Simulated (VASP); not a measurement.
# HgTe (Fm-3m) in VASP: a series of runs, part 2 of 2

VASP 6.6.1.

## (4) Single point, PBE-based screened hybrid with 10 % exact exchange

Contents of POSCAR:

```
HgTe
1.0
    0.0000000000      3.0434522822      3.0434522822
    3.0434522822      0.0000000000      3.0434522822
    3.0434522822      3.0434522822      0.0000000000
Hg Te
1 1
Direct
    0.0000000000      0.0000000000      0.0000000000
    0.5000000000      0.5000000000      0.5000000000
```

Contents of INCAR.step1:

```
SYSTEM = HgTe
PREC = Accurate
ENCUT = 520
EDIFF = 1E-5
ISMEAR = -1
SIGMA = 0.02
LREAL = .FALSE.
LASPH = .TRUE.
NELM = 60
ALGO = Normal
ISIF = 2
LWAVE = .TRUE.
LCHARG = .FALSE.
GGA = PE
NBANDS = 16
```

Contents of INCAR.step2:

```
SYSTEM = HgTe
PREC = Accurate
ENCUT = 520
EDIFF = 1E-6
ISMEAR = -1
SIGMA = 0.02
LREAL = .FALSE.
LASPH = .TRUE.
NELM = 60
ALGO = Normal
ISIF = 2
LWAVE = .FALSE.
LCHARG = .FALSE.
GGA = PE
LHFCALC = .TRUE.
AEXX = 0.1
HFSCREEN = 0.1
PRECFOCK = Normal
ISTART = 1
NBANDS = 16
```

Contents of KPOINTS:

```
Automatic mesh
0
G
  4 4 4
  0 0 0
```

Potentials or basis: VASP PAW PBE potentials, release 64 (Hg, Te).

The run is started by

```console
$ cat potpaw_PBE.64/Hg/POTCAR potpaw_PBE.64/Te/POTCAR > POTCAR
$ cp INCAR.step1 INCAR
$ mpirun -np 1 vasp_std > vasp.out
$ cp INCAR.step2 INCAR
$ mpirun -np 1 vasp_std > vasp.out
```

OUTCAR:

```text
SYSTEM = HgTe
   PREC = Accurate
   ENCUT = 520
   EDIFF = 1E-6
   ISMEAR = -1
   LREAL = .FALSE.
   LASPH = .TRUE.
   NELM = 60
   ISIF = 2
   GGA = PE
   LHFCALC = .TRUE.
   AEXX = 0.1
   HFSCREEN = 0.1
   PRECFOCK = Normal
   ISTART = 1

 ion  position               nearest neighbor table
   1  0.000  0.000  0.000-   2 3.04   2 3.04   2 3.04   2 3.04   2 3.04   2 3.04
   2  0.500  0.500  0.500-   1 3.04   1 3.04   1 3.04   1 3.04   1 3.04   1 3.04

  LATTYP: Found a face centered cubic cell.
 ALAT       =     6.0869045644

  Lattice vectors:

 A1 = (   0.0000000000,   3.0434522822,   3.0434522822)
 A2 = (   3.0434522822,   0.0000000000,   3.0434522822)
 A3 = (   3.0434522822,   3.0434522822,   0.0000000000)

Analysis of symmetry for initial positions (statically):
=====================================================================
 Subroutine PRICEL returns:
 Original cell was already a primitive cell.

 Routine SETGRP: Setting up the symmetry group for a
 face centered cubic supercell.

 Subroutine GETGRP returns: Found 48 space group operations
 (whereof 48 operations were pure point group operations)
 out of a pool of 48 trial point group operations.

The static configuration has the point symmetry O_h .

Analysis of symmetry for dynamics (positions and initial velocities):
=====================================================================
 Subroutine PRICEL returns:
 Original cell was already a primitive cell.

 Routine SETGRP: Setting up the symmetry group for a
 face centered cubic supercell.

 Subroutine GETGRP returns: Found 48 space group operations
 (whereof 48 operations were pure point group operations)
 out of a pool of 48 trial point group operations.

The dynamic configuration has the point symmetry O_h .

 Subroutine INISYM returns: Found 48 space group operations
 (whereof 48 operations are pure point group operations),
 and found     1 'primitive' translations

[... 103 lines left out ...]
   LHFCALC =     T    Hartree Fock is set to
   PRECFOCK=normal    Normal, Fast or Accurate (Low or Medium for compatibility)
   ENCUT4O =  -1.0   cutoff for four orbital integrals eV
   NKREDX  =     1    reduce k-point grid by
   NKREDY  =     1    reduce k-point grid by
   NKREDZ  =     1    reduce k-point grid by
   AEXX    =    0.1000 exact exchange contribution
   HFSCREEN=    0.1000 screening length (either q_TF or 0.3 A-1)
   HFSCREENC=   0.1000 screening length for correlation (either q_TF or 0.3 A-1)
   ENCUTFOCK=  -1.0 apply spherical cutoff to Coloumb kernel
   IVDW    =     0    specifies the selected vdW correction
   LEPSILON=     F    determine dielectric tensor
   LRPA    =     F    only Hartree local field effects (RPA)
 non-spin polarized calculation
  energy-cutoff  :      520.00
  volume of cell :       56.38
 maximum number of plane-waves:      1540
  NGX = 28; NGY = 28; NGZ = 28

 number of electron      18.0000003 magnetization

 Free energy of the ion-electron system (eV)
  ---------------------------------------------------
  ext. energy  EPLUGINS =         0.00000000
  ---------------------------------------------------
  free energy    TOTEN  =        -3.60865372 eV

  energy without entropy =       -3.60518777  energy(sigma->0) =       -3.60692075

 E-fermi :   4.6488     XC(G=0):  -9.1419

 val. band max:        4.6487521890   @ k =   0.5000   0.0000   0.0000
 cond. band min:       4.6487966452   @ k =   0.5000   0.0000   0.0000
 fundamental gap:      0.0000444562
 Fermi energy:         4.6487745513

 k-point     1 :       0.0000    0.0000    0.0000
  band No.  band energies     occupation
      1      -8.2222      2.00000
      2      -3.0575      2.00000
      3      -3.0575      2.00000
      4      -3.0015      2.00000
      5      -3.0015      2.00000
      6      -3.0015      2.00000
[... 129 lines left out ...]
      3      -3.0098      2.00000
      4      -3.0098      2.00000
      5      -2.7592      2.00000
      6      -2.2368      2.00000
[... 8 lines left out ...]
     15      15.5468      0.00000
     16      17.7430      0.00000

------------------------ aborting loop because EDIFF is reached ----------------------------------------

  FORCE on cell =-STRESS in cart. coord.  units (eV):
  Direction    XX          YY          ZZ          XY          YZ          ZX
  --------------------------------------------------------------------------------------
  -------------------------------------------------------------------------------------
  Total        0.6918262      0.6918262      0.6918262     -0.0000000      0.0000000      0.0000000
  in kB       19.6597554     19.6597554     19.6597554     -0.0000000      0.0000000      0.0000000
  external PRESSURE =      19.6597554 kB  Pullay stress =       0.0000000 kB

 VOLUME and BASIS-vectors are now :
 -----------------------------------------------------------------------------
  energy-cutoff  :      520.00
  volume of cell :       56.38
      direct lattice vectors                 reciprocal lattice vectors
     0.000000000  3.043452282  3.043452282    -0.164287117  0.164287117  0.164287117
     3.043452282  0.000000000  3.043452282     0.164287117 -0.164287117  0.164287117
     3.043452282  3.043452282  0.000000000     0.164287117  0.164287117 -0.164287117

 POSITION                                       TOTAL-FORCE (eV/Angst)
 -----------------------------------------------------------------------------------
      0.00000      0.00000      0.00000        -0.000000     -0.000000     -0.000000
      3.04345      3.04345      3.04345         0.000000      0.000000      0.000000
 -----------------------------------------------------------------------------------
    total drift:                                0.000001     -0.000000      0.000000

  FREE ENERGIE OF THE ION-ELECTRON SYSTEM (eV)
  ---------------------------------------------------
  free  energy   TOTEN  =        -3.6086537248 eV

  energy  without entropy=       -3.6051877693  energy(sigma->0) =       -3.60692075
```

OSZICAR.step1:

```text
N       E                     dE             d eps       ncg     rms          rms(c)
DAV:   1     0.107500417346E+03    0.10750E+03   -0.82653E+03   256   0.993E+02
DAV:   2     0.111689169700E+00   -0.10739E+03   -0.99614E+02   304   0.237E+02
DAV:   3    -0.338348704488E+01   -0.34952E+01   -0.34887E+01   328   0.430E+01
DAV:   4    -0.340666599155E+01   -0.23179E-01   -0.23177E-01   320   0.339E+00
DAV:   5    -0.340681117068E+01   -0.14518E-03   -0.14518E-03   344   0.198E-01    0.721E+00
DAV:   6    -0.315079651876E+01    0.25601E+00   -0.47391E-01   288   0.857E+00    0.587E+00
DAV:   7    -0.314070948966E+01    0.10087E-01   -0.90801E-02   272   0.202E+00    0.220E+00
DAV:   8    -0.314031937274E+01    0.39012E-03   -0.88505E-03   288   0.103E+00    0.633E-01
DAV:   9    -0.314033334896E+01   -0.13976E-04   -0.67919E-04   288   0.274E-01    0.704E-02
DAV:  10    -0.314033952744E+01   -0.61785E-05   -0.86922E-05   312   0.871E-02
   1 F= -.31403395E+01 E0= -.31378216E+01  d E =-.503590E-02
```

Wall time 8 min (1 thread of Intel Xeon Platinum 8488C (Sapphire Rapids), shared host); peak memory 0.3 GiB.

Results:

| Item | Value |
| --- | --- |
| Free energy | -3.6087 eV |
| Pressure | 2.0 GPa |
| Band gap on the k mesh | zero (bands 9 and 10 overlap by 2.71 eV) |

Caveat: the k points lie up to 0.45 Å⁻¹ apart, too coarse for converged energies and pressures of a metal; the PAW data sets were made with another functional, which shifts forces and pressure a little; spin-orbit coupling is left out, which moves the levels of the heavy elements.

## (5) Single point, PBE-based screened hybrid with 20 % exact exchange

POSCAR is that of step 4.

Contents of INCAR.step1:

```
PREC = Accurate
ENCUT = 520
EDIFF = 1E-5
ISMEAR = -1
SIGMA = 0.02
LREAL = False
LASPH = True
NELM = 80
ALGO = Normal
ISIF = 2
LWAVE = True
GGA = PE
NBANDS = 16
```

Contents of INCAR.step2:

```
PREC = Accurate
ENCUT = 520
EDIFF = 1E-7
ISMEAR = -1
SIGMA = 0.02
LREAL = False
LASPH = True
NELM = 80
ALGO = Normal
ISIF = 2
LWAVE = False
LCHARG = True
GGA = PE
LHFCALC = True
AEXX = 0.2
HFSCREEN = 0.2078
PRECFOCK = Normal
LELF = True
LVHAR = True
ISTART = 1
NBANDS = 16
```

Contents of KPOINTS:

```
regular mesh
0
Gamma
  4 4 4
```

The run is started by

```console
$ cat potpaw_PBE.64/Hg/POTCAR potpaw_PBE.64/Te/POTCAR > POTCAR
$ cp INCAR.step1 INCAR
$ mpirun -np 1 vasp_std > vasp.out
$ cp INCAR.step2 INCAR
$ mpirun -np 1 vasp_std > vasp.out
```

Wall time 16 min (1 thread of Intel Xeon Platinum 8488C (Sapphire Rapids), shared host); peak memory 0.3 GiB.

Results (log left out):

* Free energy: -3.9275 eV
* Pressure: 1.3 GPa
* Band gap on the k mesh: zero (bands 9 and 10 overlap by 2.75 eV)

Levels at points of the mesh, in eV from the Fermi level:
```tsv
k point	band 5	band 6	band 7	band 8	band 9	band 10	band 11	band 12	band 13	band 14
(0.00, 0.00, 0.00)	-8.05	-8.05	-1.03	-1.03	-1.03	-0.90	7.91	7.91	7.91	8.26
(0.50, 0.00, 0.00)	-7.88	-7.88	-6.43	0.00	0.00	2.74	4.11	4.11	4.14	10.85
(0.50, 0.50, 0.00)	-7.81	-7.07	-4.93	-2.95	-2.75	-2.75	4.98	9.78	9.78	10.31
```

Caveat: the k points lie up to 0.45 Å⁻¹ apart, too coarse for converged energies and pressures of a metal; the PAW data sets were made with another functional, which shifts forces and pressure a little; spin-orbit coupling is left out, which moves the levels of the heavy elements.

## (6) Overview

| level | k mesh | grid for exact exchange (PRECFOCK) | share of exact exchange | screening parameter | gap on the mesh (eV) | pressure (GPa) |
| --- | --- | --- | --- | --- | --- | --- |
| PBE | 6 × 6 × 6 | - | - | - | none | 1.3 |
| HSE06 | 4 × 4 × 4 | Normal | 0.25 | 0.2079 1/Å | none | 0.9 |
| PBE-based screened hybrid with 10 % exact exchange | 4 × 4 × 4 | Normal | 0.1 | 0.1 1/Å | none | 2.0 |
| PBE-based screened hybrid with 20 % exact exchange | 4 × 4 × 4 | Normal | 0.2 | 0.2078 1/Å | none | 1.3 |

Alike in all rows: task single point; potentials or basis VASP PAW PBE potentials, release 64 (Hg, Te); no spin polarisation; cell as given; cutoff (eV) 520; smearing fermi-dirac 0.02 eV.

Caveats: some runs use coarse meshes; spin-orbit coupling is left out, which moves the levels of the heavy elements; the PAW data sets were made with another functional, which shifts forces and pressure a little (at least some runs).

Absolute energies hang on the potentials; compare differences alone.
